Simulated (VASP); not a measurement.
# BaTiO3 (Pm-3m) in VASP: settings compared, part 2 of 2

VASP 6.6.1.

## 3. Dielectric tensor, r2SCAN

INCAR

```
SYSTEM = BaTiO3
PREC = Accurate
ENCUT = 520
EDIFF = 1E-8
ISMEAR = 0
SIGMA = 0.01
LREAL = .False.
LASPH = .True.
NELM = 60
ALGO = Normal
ISIF = 2
LWAVE = .False.
LCHARG = .False.
METAGGA = R2SCAN
LMIXTAU = .True.
LCALCEPS = .True.
```

KPOINTS

```
Automatic mesh
0
Gamma
  6 6 6
  0 0 0
```

POSCAR

```
BaTiO3
1.0
    3.9940959787      0.0000000000      0.0000000000
    0.0000000000      3.9940959787      0.0000000000
    0.0000000000      0.0000000000      3.9940959787
Ba Ti O
1 1 3
Direct
    0.5000000000      0.5000000000      0.5000000000
    0.0000000000      0.0000000000      0.0000000000
    0.5000000000      0.0000000000      0.0000000000
    0.0000000000      0.5000000000      0.0000000000
    0.0000000000      0.0000000000      0.5000000000
```

Potentials or basis: VASP PAW PBE potentials, release 64 (Ba_sv, Ti_sv, O).

The run is started by

```console
$ cat potpaw_PBE.64/Ba_sv/POTCAR potpaw_PBE.64/Ti_sv/POTCAR potpaw_PBE.64/O/POTCAR > POTCAR
$ mpirun -np 1 vasp_std > vasp.out
```

OUTCAR:

```text
SYSTEM = BaTiO3
   PREC = Accurate
   ENCUT = 520
   EDIFF = 1E-8
   ISMEAR = 0
   LREAL = .False.
   LASPH = .True.
   NELM = 60
   ISIF = 2
   METAGGA = R2SCAN

 ion  position               nearest neighbor table
   1  0.500  0.500  0.500-   3 2.82   4 2.82   5 2.82   3 2.82   4 2.82   3 2.82   5 2.82   3 2.82
                             4 2.82   5 2.82   4 2.82   5 2.82   2 3.46   2 3.46   2 3.46   2 3.46
   2  0.000  0.000  0.000-   3 2.00   4 2.00   5 2.00   5 2.00   4 2.00   3 2.00   1 3.46   1 3.46
                             1 3.46   1 3.46   1 3.46   1 3.46   1 3.46   1 3.46
   3  0.500  0.000  0.000-   2 2.00   2 2.00   1 2.82   1 2.82   1 2.82   1 2.82
   4  0.000  0.500  0.000-   2 2.00   2 2.00   1 2.82   1 2.82   1 2.82   1 2.82
   5  0.000  0.000  0.500-   2 2.00   2 2.00   1 2.82   1 2.82   1 2.82   1 2.82

  LATTYP: Found a simple cubic cell.
 ALAT       =     3.9940959787

  Lattice vectors:

 A1 = (   3.9940959787,   0.0000000000,   0.0000000000)
 A2 = (   0.0000000000,   3.9940959787,   0.0000000000)
 A3 = (   0.0000000000,   0.0000000000,   3.9940959787)

Analysis of symmetry for initial positions (statically):
=====================================================================
 Subroutine PRICEL returns:
 Original cell was already a primitive cell.

 Routine SETGRP: Setting up the symmetry group for a
 simple cubic supercell.

 Subroutine GETGRP returns: Found 48 space group operations
 (whereof 48 operations were pure point group operations)
 out of a pool of 48 trial point group operations.

The static configuration has the point symmetry O_h .

Analysis of symmetry for dynamics (positions and initial velocities):
=====================================================================
 Subroutine PRICEL returns:
 Original cell was already a primitive cell.

 Routine SETGRP: Setting up the symmetry group for a
 simple cubic supercell.
[... 825 lines left out ...]
           5.987915    -0.000000    -0.000000
          -0.000000     5.987915    -0.000000
           0.000000     0.000000     5.987915
 ------------------------------------------------------

 PIEZOELECTRIC TENSOR (including local field effects) (e Angst)
          XX          YY          ZZ          XY          YZ          ZX
  --------------------------------------------------------------------------------
  x     0.00000     0.00000     0.00000     0.00000     0.00000     0.00000
  y     0.00000     0.00000     0.00000     0.00000     0.00000     0.00000
  z     0.00000     0.00000     0.00000     0.00000     0.00000     0.00000

 PIEZOELECTRIC TENSOR (including local field effects) (C/m^2)
          XX          YY          ZZ          XY          YZ          ZX
  --------------------------------------------------------------------------------
  x     0.00000     0.00000     0.00000     0.00000     0.00000     0.00000
  y     0.00000     0.00000     0.00000     0.00000     0.00000     0.00000
  z     0.00000     0.00000     0.00000     0.00000     0.00000     0.00000

 BORN EFFECTIVE CHARGES (including local field effects) (in |e|, cummulative output)
 ---------------------------------------------------------------------------------
 ion    1
    1     2.71863     0.00000    -0.00000
    2     0.00000     2.71863     0.00000
    3    -0.00000    -0.00000     2.71863
 ion    2
    1     7.15156    -0.00000    -0.00000
    2    -0.00000     7.15156    -0.00000
    3     0.00000     0.00000     7.15156
 ion    3
    1    -5.68006    -0.00000     0.00000
    2    -0.00000    -2.09507     0.00000
    3    -0.00000     0.00000    -2.09507
 ion    4
    1    -2.09507     0.00000    -0.00000
    2     0.00000    -5.68006    -0.00000
    3     0.00000     0.00000    -2.09507
 ion    5
    1    -2.09507     0.00000    -0.00000
    2     0.00000    -2.09507     0.00000
    3    -0.00000    -0.00000    -5.68006

  FORCE on cell =-STRESS in cart. coord.  units (eV):
  Direction    XX          YY          ZZ          XY          YZ          ZX
  --------------------------------------------------------------------------------------
  -------------------------------------------------------------------------------------
  Total        0.7921118      0.7921118      0.7921118     -0.0000000      0.0000000     -0.0000000
  in kB       19.9178096     19.9178096     19.9178096     -0.0000000      0.0000000     -0.0000000
  external PRESSURE =      19.9178096 kB  Pullay stress =       0.0000000 kB

 VOLUME and BASIS-vectors are now :
 -----------------------------------------------------------------------------
  energy-cutoff  :      520.00
  volume of cell :       63.72
      direct lattice vectors                 reciprocal lattice vectors
     3.994095979  0.000000000  0.000000000     0.250369547  0.000000000  0.000000000
     0.000000000  3.994095979  0.000000000     0.000000000  0.250369547  0.000000000
     0.000000000  0.000000000  3.994095979     0.000000000  0.000000000  0.250369547

 POSITION                                       TOTAL-FORCE (eV/Angst)
 -----------------------------------------------------------------------------------
      1.99705      1.99705      1.99705         0.000000      0.000000      0.000000
      0.00000      0.00000      0.00000         0.000000      0.000000      0.000000
      1.99705      0.00000      0.00000         0.000000      0.000000      0.000000
      0.00000      1.99705      0.00000         0.000000      0.000000      0.000000
      0.00000      0.00000      1.99705         0.000000      0.000000      0.000000
 -----------------------------------------------------------------------------------
    total drift:                                0.000000     -0.000000      0.000000

  FREE ENERGIE OF THE ION-ELECTRON SYSTEM (eV)
  ---------------------------------------------------
  free  energy   TOTEN  =       -74.2299862776 eV

  energy  without entropy=      -74.2299862776  energy(sigma->0) =      -74.22998628
```

stdout:

```text
POSCAR found type information on POSCAR BaTiO
 POSCAR found :  3 types and       5 ions
 scaLAPACK will be used
 -----------------------------------------------------------------------------
[... 111 lines left out ...]
 p_tot=( -0.320E+02 -0.319E+02 -0.320E+02 )
dp_tot=( -0.112E-05  0.139E-01 -0.791E-07 )  diag[e(oo)]=(    ---    4.94200    ---   )
 p_tot=( -0.320E+02 -0.319E+02 -0.320E+02 )
dp_tot=( -0.709E-06  0.145E-01 -0.359E-07 )  diag[e(oo)]=(    ---    5.10439    ---   )
 p_tot=( -0.320E+02 -0.319E+02 -0.320E+02 )
dp_tot=( -0.269E-06  0.150E-01  0.794E-09 )  diag[e(oo)]=(    ---    5.26263    ---   )
 p_tot=( -0.320E+02 -0.319E+02 -0.320E+02 )
dp_tot=( -0.907E-08  0.156E-01  0.179E-07 )  dia
```

Wall time 80 min (1 thread of Intel Xeon Platinum 8259CL at 2.50GHz (Skylake/Cascade Lake), shared host); peak memory 0.41 GiB.

What came out:

| Quantity | Value |
| --- | --- |
| Band gap on the k mesh | 2.15 eV (least direct gap 2.30 eV) |
| Electronic dielectric tensor (diagonal) | 5.99 |
| Born charges (mean of the diagonal) | Ba +2.72; Ti +7.15; O -3.29 e |

Electronic dielectric tensor:
```
5.99 0.00 0.00
0.00 5.99 0.00
0.00 0.00 5.99
```

Born effective charge tensors (e):
atom 1, Ba
```
2.72 0.00 0.00
0.00 2.72 0.00
0.00 0.00 2.72
```
atom 2, Ti
```
7.15 0.00 0.00
0.00 7.15 0.00
0.00 0.00 7.15
```
atom 3, O
```
-5.68  0.00  0.00
 0.00 -2.10  0.00
 0.00  0.00 -2.10
```
atom 4, O
```
-2.10  0.00  0.00
 0.00 -5.68  0.00
 0.00  0.00 -2.10
```
atom 5, O
```
-2.10  0.00  0.00
 0.00 -2.10  0.00
 0.00  0.00 -5.68
```

Dipole moments of the cell (e·Å, modulo the quantum): ionic -31.953, -31.953, -31.953; electronic 0.000, 0.000, 0.018

Caveat: the PAW data sets were made with another functional, which shifts forces and pressure a little; spin-orbit coupling is left out, which moves the levels of the heavy elements. A k mesh can miss the band edges.
